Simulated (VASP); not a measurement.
Wanted: the native input for a VASP 6.6.1 run.

```
Task                   : relaxation of cell and atoms
Functional             : PBE
Potentials or basis    : VASP PAW PBE potentials, release 64 (Na_pv, K_sv, Br)
Cutoff                 : 600 eV
k mesh                 : 6 × 6 × 6
Occupations            : fermi-dirac, width 0.02 eV
Spin                   : no spin polarisation
Dipole correction      : no
Further INCAR settings : ALGO = Normal; EDIFF = 1e-06; IBRION = 2; EDIFFG = -0.005; NSW = 80; ISIF = 3
```

The structure of KNaBr2 lies in POSCAR:

```
KNaBr2
1.0
    2.1618831705      1.2481638304      7.0606808683
   -2.1618831705      1.2481638304      7.0606808683
    0.0000000000     -2.4963276609      7.0606808683
Na K Br
1 1 2
Direct
    1.0000000000      0.0000000000      0.0000000000
    0.5000000000      0.5000000000      0.5000000000
    0.2500000000      0.2500000000      0.2500000000
    0.7500000000      0.7500000000      0.7500000000
```

The input as run:

INCAR

```
PREC = Accurate
ENCUT = 600
EDIFF = 1E-6
ISMEAR = -1
SIGMA = 0.02
LREAL = F
LASPH = T
NELM = 100
ALGO = Normal
ISIF = 3
LWAVE = F
LCHARG = F
GGA = PE
IBRION = 2
NSW = 80
EDIFFG = -0.005
```

KPOINTS

```
Automatic mesh
0
Gamma
  6 6 6
```

Potentials or basis: VASP PAW PBE potentials, release 64 (Na_pv, K_sv, Br).

Command:

```bash
$ cat potpaw_PBE.64/Na_pv/POTCAR potpaw_PBE.64/K_sv/POTCAR potpaw_PBE.64/Br/POTCAR > POTCAR
$ mpirun -np 1 vasp_std > vasp.out
```

It gave:

The relaxed volume is 32.38 Å³/atom, the relaxed cell is a = 7.843 Å, b = 7.843 Å, c = 7.843 Å, α = 33.30°, β = 33.30°, γ = 33.30° and the space group after relaxing (to 0.1 Å) is R-3m (No. 166). The energy gained by relaxing is 64.2 meV/atom. The ionic steps are 11, the pressure after relaxing is 0.0 GPa and the band gap on the k mesh is 4.13 eV.

It took 26 min on 1 thread of Intel(R) Xeon(R) Platinum 8375C CPU @ 2.90GHz (Ice Lake), with other jobs on the host, peak memory 0.58 GiB.
